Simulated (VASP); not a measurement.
# SbHSe2 (I4/mcm) in VASP: single point with r2SCAN

Aim: the single point of SbHSe2 with r2SCAN.

All numbers are computed with VASP 6.6.1; they aren't measurements. Logs are shortened: lines on timing, memory, paths and dates and some standing lists are left out, and cuts for length are marked.

## 1. The cell of the first run

Symmetry: I4/mcm, No. 140, tetragonal system. Conventional cell: a = 7.945 Å, b = 7.945 Å, c = 6.180 Å, α = 90.00°, β = 90.00°, γ = 90.00°. Within 4.1 Å of Sb (site symmetry 422) lie 2 Sb at 3.09 Å and 8 Se at 3.34 Å and 4 H at 3.97 Å. Within 3.2 Å of Se (site symmetry m2m) lie 2 H at 2.43 Å. Within 3.2 Å of H (site symmetry -42m) lie 4 Se at 2.43 Å and 2 H at 3.09 Å.

## 2. Single point, r2SCAN

Contents of POSCAR:

```
SbHSe2
1.0
    0.0000000000      0.0000000000      6.1803230000
    3.9725060000     -3.9725060000      3.0901620000
    3.9725060000      3.9725060000     -3.0901620000
Sb Se H
2 4 2
Direct
    0.2500000000      0.0000000000      0.0000000000
    0.7500000000      0.0000000000      0.0000000000
    0.6667000000      0.5000000000      0.8334000000
    0.1667000000      0.1666000000      0.5000000000
    0.3333000000      0.5000000000      0.1666000000
    0.8333000000      0.8334000000      0.5000000000
    0.7500000000      0.5000000000      0.5000000000
    0.2500000000      0.5000000000      0.5000000000
```

Contents of INCAR.step1:

```
PREC = Accurate ; ENCUT = 520
ISMEAR = -1 ; SIGMA = 0.1
LREAL = False ; LASPH = True
NELM = 100 ; NBANDS = 28
GGA = PE ; ALGO = Normal
EDIFF = 1E-4 ; LWAVE = True
LCHARG = False
```

Contents of INCAR.step2:

```
PREC = Accurate ; ENCUT = 520
EDIFF = 1E-6 ; ISMEAR = -1
SIGMA = 0.1 ; LREAL = False
LASPH = True ; NELM = 100
ALGO = Normal ; ISIF = 2
LWAVE = False ; LCHARG = False
METAGGA = R2SCAN ; LMIXTAU = True
NBANDS = 28 ; ISTART = 1
```

Contents of KPOINTS:

```
regular mesh
0
Gamma
  7 7 7
```

Potentials or basis: VASP PAW PBE potentials, release 64 (Sb, Se, H).

Run with:

```console
$ cat potpaw_PBE.64/Sb/POTCAR potpaw_PBE.64/Se/POTCAR potpaw_PBE.64/H/POTCAR > POTCAR
$ cp INCAR.step1 INCAR
$ mpirun -np 1 vasp_std > vasp.out
$ cp INCAR.step2 INCAR
$ mpirun -np 1 vasp_std > vasp.out
```

OUTCAR:

```text
PREC = Accurate
   ENCUT = 520
   EDIFF = 1E-6
   ISMEAR = -1
   LREAL = False
   LASPH = True
   NELM = 100
   ISIF = 2
   METAGGA = R2SCAN
   ISTART = 1

 ion  position               nearest neighbor table
   1  0.250  0.000  0.000-   2 3.09   2 3.09
   2  0.750  0.000  0.000-   1 3.09   1 3.09
   3  0.667  0.500  0.833-
   4  0.167  0.167  0.500-
   5  0.333  0.500  0.167-
   6  0.833  0.833  0.500-
   7  0.750  0.500  0.500-
   8  0.250  0.500  0.500-

  LATTYP: Found a body centered tetragonal cell.
 ALAT       =     7.9450120000
 C/A-ratio  =     0.7778871825

  Lattice vectors:

 A1 = (   3.9725060000,  -3.9725060000,  -3.0901610000)
 A2 = (  -3.9725060000,   3.9725060000,  -3.0901620000)
 A3 = (   3.9725060000,   3.9725060000,   3.0901610000)

Analysis of symmetry for initial positions (statically):
=====================================================================
 Subroutine PRICEL returns:
 Original cell was already a primitive cell.

 Routine SETGRP: Setting up the symmetry group for a
 body centered tetragonal supercell.

 Subroutine GETGRP returns: Found 16 space group operations
 (whereof  8 operations were pure point group operations)
 out of a pool of 16 trial point group operations.

The static configuration has the point symmetry C_4h.
 The point group associated with its full space group is D_4h.

Analysis of symmetry for dynamics (positions and initial velocities):
=====================================================================
 Subroutine PRICEL returns:
 Original cell was already a primitive cell.

 Routine SETGRP: Setting up the symmetry group for a
 body centered tetragonal supercell.

 Subroutine GETGRP returns: Found 16 space group operations
 (whereof  8 operations were pure point group operations)
 out of a pool of 16 trial point group operations.

The dynamic configuration has the point symmetry C_4h.
 The point group associated with its full space group is D_4h.

 Subroutine INISYM returns: Found 16 space group operations
 (whereof  8 operations are pure point group operations),
 and found     1 'primitive' translations

----------------------------------------------------------------------------------------

[... 105 lines left out ...]
   LREAL  =      F    real-space projection
   EDIFFG = 0.1E-04   stopping-criterion for IOM
   NSW    =      0    number of steps for IOM
   IBRION =     -1    ionic relax: 0-MD 1-quasi-New 2-CG
   NFREE  =      0    steps in history (QN), initial steepest desc. (CG)
   ISIF   =      2    stress and relaxation
   ISYM   =      2    0-nonsym 1-usesym 2-fastsym
   POTIM  = 0.5000    time-step for ionic-motion
   TEBEG  =    0.0;   TEEND  =   0.0 temperature during run
   PSTRESS=    0.0 pullay stress
   NELECT =      36.0000    total number of electrons
   NUPDOWN=      -1.0000    fix difference up-down
   EMIN   =  10.00;   EMAX   =-10.00  energy-range for DOS
   EFERMI =   0.00;   METHOD = LEGACY
   ISMEAR =    -1;   SIGMA  =   0.10  broadening in eV -4-tet -1-fermi 0-gaus
   EFERMI_NEDOS =   21; number of points for ismear=-14 and -15
   IALGO  =     38    algorithm
   IMIX   =      4    mixing-type and parameters
     AMIX     =   0.40;   BMIX     =  1.00
     AMIX_MAG =   1.60;   BMIX_MAG =  1.00
  volume/ion in A,a.u.               =      24.38       164.54
  Fermi-wavevector in a.u.,A,eV,Ry     =   0.932078  1.761372 11.820324  0.868769
  Thomas-Fermi vector in A             =   2.058638
   LORBIT       =      0    0 simple, 1 ext, 2 COOP (PROOUT), +10 PAW based schemes
   METAGGA = R2SCAN    functional components
   LHFCALC =     F    Hartree Fock is set to
   AEXX    =    0.0000 exact exchange contribution
   IVDW    =     0    specifies the selected vdW correction
   LEPSILON=     F    determine dielectric tensor
   LRPA    =     F    only Hartree local field effects (RPA)
 non-spin polarized calculation
  energy-cutoff  :      520.00
  volume of cell :      195.06
 maximum number of plane-waves:      5282
 NGX is ok and might be reduce to    48
   NGX = 23   NGY = 23   NGZ = 23

 number of electron      35.9999995 magnetization

 Free energy of the ion-electron system (eV)
  ---------------------------------------------------
  ext. energy  EPLUGINS =         0.00000000
  ---------------------------------------------------
  free energy    TOTEN  =      -109.48105829 eV

  energy without entropy =     -109.26629638  energy(sigma->0) =     -109.37367733

 E-fermi :   2.5918     XC(G=0):  -9.3816

 val. band max:        2.5912944902   @ k =   0.2857  -0.4286   0.1429
 cond. band min:       2.6152103289   @ k =   0.1429   0.0000  -0.0000
 fundamental gap:      0.0239158387
 Fermi energy:         2.5918456954

 k-point     1 :       0.0000    0.0000    0.0000
  band No.  band energies     occupation
      1     -10.8822      2.00000
      2      -9.6169      2.00000
      3      -9.3026      2.00000
      4      -9.3026      2.00000
      5      -7.0905      2.00000
      6      -5.1156      2.00000
[... 733 lines left out ...]
     27       9.2544      0.00000
     28       9.5078      0.00000

 [... further k-points ...]

------------------------ aborting loop because EDIFF is reached ----------------------------------------

  FORCE on cell =-STRESS in cart. coord.  units (eV):
  Direction    XX          YY          ZZ          XY          YZ          ZX
  --------------------------------------------------------------------------------------
  -------------------------------------------------------------------------------------
  Total      -13.0708255    -13.0708255     -9.0363732      0.0000000      0.0000016      0.0000000
  in kB     -107.3601986   -107.3601986    -74.2223066      0.0000000      0.0000135      0.0000000
  external PRESSURE =     -96.3142346 kB  Pullay stress =       0.0000000 kB

 VOLUME and BASIS-vectors are now :
 -----------------------------------------------------------------------------
  energy-cutoff  :      520.00
  volume of cell :      195.06
      direct lattice vectors                 reciprocal lattice vectors
     0.000000000  0.000000000  6.180323000     0.000000000  0.125865154  0.161803841
     3.972506000 -3.972506000  3.090162000     0.125865134 -0.125865134  0.000000000
     3.972506000  3.972506000 -3.090162000     0.125865134  0.125865134  0.000000000

 POSITION                                       TOTAL-FORCE (eV/Angst)
 -----------------------------------------------------------------------------------
      0.00000      0.00000      1.54508         0.000000      0.000000      0.000000
      0.00000      0.00000      4.63524         0.000000      0.000000      0.000000
      5.29694      1.32443      3.09016        -0.383275     -0.383275      0.000000
      2.64807      1.32443     -0.00000         0.383275     -0.383275      0.000000
      2.64807     -1.32443      3.09016         0.383275      0.383275     -0.000000
      5.29694     -1.32443      6.18032        -0.383275      0.383275     -0.000000
      3.97251      0.00000      4.63524         0.000000     -0.000000      0.000000
      3.97251      0.00000      1.54508         0.000000     -0.000000      0.000000
 -----------------------------------------------------------------------------------
    total drift:                                0.000000      0.000000      0.000000

  FREE ENERGIE OF THE ION-ELECTRON SYSTEM (eV)
  ---------------------------------------------------
  free  energy   TOTEN  =      -109.4810582889 eV

  energy  without entropy=     -109.2662963789  energy(sigma->0) =     -109.37367733
```

OSZICAR.step1:

```text
N       E                     dE             d eps       ncg     rms          rms(c)
DAV:   1     0.175708478652E+03    0.17571E+03   -0.13255E+04  2240   0.105E+03
DAV:   2    -0.698943474014E+01   -0.18270E+03   -0.17589E+03  2928   0.166E+02
DAV:   3    -0.246911752484E+02   -0.17702E+02   -0.17245E+02  2548   0.566E+01
DAV:   4    -0.249704520495E+02   -0.27928E+00   -0.27834E+00  2608   0.815E+00
DAV:   5    -0.249732733014E+02   -0.28213E-02   -0.28208E-02  2636   0.903E-01    0.498E+00
DAV:   6    -0.238623001332E+02    0.11110E+01   -0.46168E+00  2452   0.597E+00    0.300E+00
DAV:   7    -0.238172741865E+02    0.45026E-01   -0.39698E-01  2464   0.253E+00    0.144E+00
DAV:   8    -0.238128585374E+02    0.44156E-02   -0.51480E-02  2512   0.933E-01    0.417E-01
DAV:   9    -0.238131232591E+02   -0.26472E-03   -0.36937E-03  2628   0.274E-01    0.134E-01
DAV:  10    -0.238133906044E+02   -0.26735E-03   -0.53184E-04  2492   0.106E-01    0.630E-02
DAV:  11    -0.238134412367E+02   -0.50632E-04   -0.77087E-05  1448   0.487E-02
   1 F= -.23813441E+02 E0= -.23700865E+02  d E =-.225153E+00
```

It took 7.6 min on 1 thread of Intel Xeon Platinum 8488C (Sapphire Rapids), shared host; peak memory 0.49 GiB.

What came out:

| Property | Result |
| --- | --- |
| Free energy | -109.4811 eV |
| Pressure | -9.6 GPa |
| Largest force | 0.542 eV/Å |
| Band gap on the k mesh | zero (bands 18 and 19 overlap by 0.91 eV) |

Forces in eV/Å, atoms in the order of the input:
```
Sb   0.000  0.000  0.000
Sb   0.000  0.000  0.000
Se  -0.383 -0.383  0.000
Se   0.383 -0.383  0.000
Se   0.383  0.383  0.000
Se  -0.383  0.383  0.000
H    0.000  0.000  0.000
H    0.000  0.000  0.000
```

Stress tensor (GPa, compression positive):
```
-10.74   0.00   0.00
  0.00 -10.74   0.00
  0.00   0.00  -7.42
```

Caveat: the cell stands under tension; the PAW data sets were made with another functional, which shifts forces and pressure a little; spin-orbit coupling is left out, which moves the levels of the heavy elements.

The gap in the log of VASP goes by the Fermi energy; the results here count the filled bands.